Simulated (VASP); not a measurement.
Write the native input for VASP 6.6.1 that does the following.

```yaml
Task: single point
Functional: PBE
Potentials_or_basis: VASP PAW PBE potentials, release 64 (Hf_pv, O)
Cutoff: 520 eV
k_mesh: 4 × 6 × 6
Occupations: gaussian, width 0.02 eV
Spin: no spin polarisation
Dipole_correction: no
Further_INCAR_settings: ALGO = Normal; EDIFF = 1e-07; NBANDS = 56
```

The structure of HfO2 lies in POSCAR:

```
HfO2
1.0
    5.2938027257      0.0000000000      0.0000000000
    0.0000000000      5.0692308058      0.0000000000
    0.0000000000      0.0000000000      5.1009634376
Hf O
4 8
Direct
    0.0326151135      0.2662881852      0.2399856307
    0.4673848865      0.2662881852      0.7399856307
    0.5326151135      0.7337118148      0.2399856307
    0.9673848865      0.7337118148      0.7399856307
    0.3653937602      0.0675958124      0.3831528237
    0.1346062398      0.0675958124      0.8831528237
    0.7291834570      0.4628121753      0.4898615455
    0.7708165430      0.4628121753      0.9898615455
    0.2708165430      0.5371878247      0.9898615455
    0.2291834570      0.5371878247      0.4898615455
    0.8653937602      0.9324041876      0.3831528237
    0.6346062398      0.9324041876      0.8831528237
```

These files were run (other wordings do the same):

INCAR

```
SYSTEM = HfO2
PREC     = Accurate       ! precision mode
ENCUT    = 520            ! plane-wave cutoff, eV
EDIFF    = 1E-7           ! SCF threshold, eV
ISMEAR   = 0              ! smearing method
SIGMA    = 0.02           ! smearing width, eV
LREAL    = .False.        ! projectors in reciprocal space
LASPH    = .True.         ! aspherical terms in the spheres
NELM     = 80             ! most SCF steps
ALGO     = Normal         ! electronic algorithm
ISIF     = 2              ! what is computed and relaxed
LWAVE    = .False.        ! write WAVECAR
LCHARG   = .False.        ! write CHGCAR
GGA      = PE             ! functional
NBANDS   = 56             ! bands
```

KPOINTS

```
Automatic mesh
0
Gamma
  4 6 6
  0 0 0
```

Potentials or basis: VASP PAW PBE potentials, release 64 (Hf_pv, O).

Run with:

```console
$ cat potpaw_PBE.64/Hf_pv/POTCAR potpaw_PBE.64/O/POTCAR > POTCAR
$ mpirun -np 1 vasp_std > vasp.out
```

Results of the run:

The pressure is -3.1 GPa, the largest force is 0.057 eV/Å and the band gap on the k mesh is 4.32 eV (least direct gap 4.57 eV).

Caveat: the cell stands under tension; spin-orbit coupling is left out, which moves the levels of the heavy elements.

It took 4.6 min on 1 thread of Intel(R) Xeon(R) Platinum 8375C CPU @ 2.90GHz (Ice Lake), on a shared host, peak memory 0.41 GiB.
